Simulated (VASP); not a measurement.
A run of VASP 6.6.1 is set up as follows.

INCAR

```
SYSTEM = As5S
  PREC = Accurate
  ENCUT = 520
  EDIFF = 1E-6
  ISMEAR = 0
  SIGMA = 0.1
  LREAL = .False.
  LASPH = .True.
  NELM = 80
  ALGO = Normal
  ISIF = 2
  LWAVE = .False.
  LCHARG = .False.
  GGA = PE
  NBANDS = 24
```

KPOINTS

```
regular mesh
0
Gamma
  8 8 8
  0 0 0
```

File POSCAR:

```
As5S
1.0
    0.0000000000      3.9191557560      3.9191557560
    3.9191557560      0.0000000000      3.9191557560
    3.9191557560      3.9191557560      0.0000000000
As S
5 1
Direct
    0.7500000000      0.7500000000      0.7500000000
    0.3683664046      0.3683664046      0.8949007863
    0.3683664046      0.8949007863      0.3683664046
    0.3683664046      0.3683664046      0.3683664046
    0.8949007863      0.3683664046      0.3683664046
    0.0000000000      0.0000000000      0.0000000000
```

Potentials or basis: VASP PAW PBE potentials, release 64 (As, S).

Run with:

```bash
$ cat potpaw_PBE.64/As/POTCAR potpaw_PBE.64/S/POTCAR > POTCAR
$ mpirun -np 1 vasp_std > vasp.out
```

(1) Estimate the pressure.

(2) Predict the largest force.

## Answers

(1) 0.1 GPa.

(2) 0.033 eV/Å.
